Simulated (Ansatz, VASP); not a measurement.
# Two plane-wave programs on TiN

```
Ti N
1.0
     0.00000    2.12339    2.12339
     2.12339    0.00000    2.12339
     2.12339    2.12339    0.00000
Ti N
1 1
Direct
  0.00000 0.00000 0.00000
  0.50000 0.50000 0.50000
```

Alike in both runs: task relaxation of cell and atoms; functional PBE; k mesh 16 × 16 × 16; occupations fermi-dirac, width 0.15 eV; no spin polarisation.

```csv
,VASP,Ansatz
version,VASP 6.6.1,Ansatz 0.2.0
potentials or method,"VASP PAW PBE potentials, release 64 (Ti_sv, N), cutoff 600 eV","scalar-relativistic, plane waves, PAW"
valence electrons in the cell,17,17
```

```tsv
	VASP	Ansatz	Ansatz less VASP
gap on the k mesh at the Fermi level, each at its own relaxed structure (eV)	none	none	-
relaxed volume (Å³/atom)	9.60	9.59	-0.011
relaxed length of the cell vector where the two differ most in proportion (Å)	3.005	3.004	-0.0012
```

A gap of «none» marks a metal or a gap that the smearing closes.
